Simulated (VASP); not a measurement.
Set up this calculation in VASP 6.6.1, as the native input.

```
Task                   : single point
Functional             : pbesol exchange, pbe correlation
Potentials or basis    : VASP PAW PBE potentials, release 64 (Si)
Cutoff                 : 500 eV
k mesh                 : 8 × 8 × 8
Occupations            : gaussian, width 0.025 eV
Spin                   : collinear spin
Starting moments       : [0.5, 0.5] μB
Fixed moment           : 1 μB
Dipole correction      : no
Further INCAR settings : ALGO = Normal; EDIFF = 1e-06; NBANDS = 15
```

The structure of Si lies in POSCAR:

```
Si
1.0
    0.0000000000      2.7218511865      2.7218511865
    2.7218511865      0.0000000000      2.7218511865
    2.7218511865      2.7218511865      0.0000000000
Si
2
Direct
    0.5000000000      0.5000000000      0.5000000000
    0.7500000000      0.7500000000      0.7500000000
```

These files were run (other wordings do the same):

INCAR

```
  ALGO = Normal
  EDIFF = 1E-6
  ENCUT = 500
  GGA = LIBXC
  GGA_COMPAT = False
  ISIF = 2
  ISMEAR = 0
  ISPIN = 2
  LASPH = True
  LCHARG = True
  LELF = True
  LIBXC1 = GGA_X_PBE_SOL
  LIBXC2 = GGA_C_PBE
  LORBIT = 11
  LREAL = False
  LVHAR = True
  LWAVE = False
  MAGMOM = 0.5 0.5
  NBANDS = 15
  NELM = 200
  NUPDOWN = 1.0
  PREC = Accurate
  SIGMA = 0.025
```

KPOINTS

```
k-points
0
Gamma
  8 8 8
```

Potentials or basis: VASP PAW PBE potentials, release 64 (Si).

Launch:

```console
$ cat potpaw_PBE.64/Si/POTCAR > POTCAR
$ mpirun -np 1 vasp_std > vasp.out
```

It gave:

```
Pressure                                              : -0.4 GPa
Net moment                                            : 1.00 μB per cell
Site moments                                          : Si +0.17 μB
Valence electrons inside the program's atomic spheres : Si 1.65
```

Caveat: the PAW data sets were made with another functional, which shifts forces and pressure a little; the total moment is fixed, so each spin has its own Fermi level.

Wall time 19 s on 1 thread of Intel(R) Xeon(R) Platinum 8559C (Emerald Rapids) (shared host), peak memory 0.17 GiB.
